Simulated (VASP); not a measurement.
## Si: relaxation of cell and atoms with RPBE+D3(BJ)

Si:

```xyz
1
Lattice="-1.6269 1.6269 1.3203 1.6269 -1.6269 1.3203 1.6269 1.6269 -1.3203" Properties=species:S:1:pos:R:3 pbc="T T T"
Si    0.0000    0.0000    0.0000
```

```json
{
 "Program": "VASP 6.6.1",
 "Task": "relaxation of cell and atoms",
 "Functional": "RPBE",
 "Dispersion": "D3(BJ)",
 "Potentials or basis": "VASP PAW PBE potentials, release 64 (Si)",
 "Cutoff": "600 eV",
 "k mesh": "13 × 13 × 13",
 "Occupations": "fermi-dirac, width 0.05 eV",
 "Spin": "no spin polarisation",
 "Dipole correction": "no",
 "Further INCAR settings": "ALGO = Normal; EDIFF = 1e-07; IBRION = 2; EDIFFG = -0.01; NSW = 60; ISIF = 3"
}
```

```json
{
 "Relaxed volume": "11.51 Å³/atom",
 "Relaxed cell": "a = 2.481 Å, b = 2.481 Å, c = 2.481 Å, α = 104.90°, β = 104.90°, γ = 119.05°",
 "Space group after relaxing (to 0.05 Å)": "I4/mmm (No. 139)",
 "Energy gained by relaxing": "209.4 meV/atom",
 "Ionic steps": "10",
 "Pressure after relaxing": "0.0 GPa",
 "Band gap on the k mesh": "zero (band 2 reaches 24.38 eV, above the bottom of band 3 at 9.47 eV)",
 "Dispersion energy per atom": "-2.514 eV"
}
```

The path:
```tsv
step	energy change (eV)	largest force (eV/Å)	pressure (GPa)	volume (Å³)
1	0.0000	0.0000	-22.50	13.98
2	-0.1323	0.0000	22.71	10.37
3	-0.2057	0.0000	-0.27	11.53
4	-0.2057	0.0000	0.42	11.48
5	-0.2076	0.0000	0.60	11.46
6	-0.2092	0.0000	1.01	11.44
7	-0.2091	0.0000	-1.09	11.58
8	-0.2094	0.0000	0.06	11.50
9	-0.2094	0.0000	0.05	11.50
10	-0.2094	0.0000	-0.01	11.51
```

Final structure:
```xyz
1
Lattice="-1.5121 1.5121 1.2582 1.5121 -1.5121 1.2582 1.5121 1.5121 -1.2582" Properties=species:S:1:pos:R:3 pbc="T T T"
Si    3.0241    0.0000    0.0000
```

Levels at points of the mesh, in eV from the Fermi level:
```csv
k point,band 1,band 2,band 3,band 4,band 5,band 6
"(0.00, 0.00, 0.00)",-16.65,10.38,12.91,12.91,14.44,16.10
```

Wall time 80 s on 1 thread of Intel(R) Xeon(R) Platinum 8375C CPU @ 2.90GHz (Ice Lake), with other jobs on the host, peak memory 0.16 GiB.

Caveat: the volume moved by over 15 % at a fixed basis, so the end points are rough; the PAW data sets were made with another functional, which shifts forces and pressure a little; pairwise dispersion overbinds metals, which lowers pressure and volume.
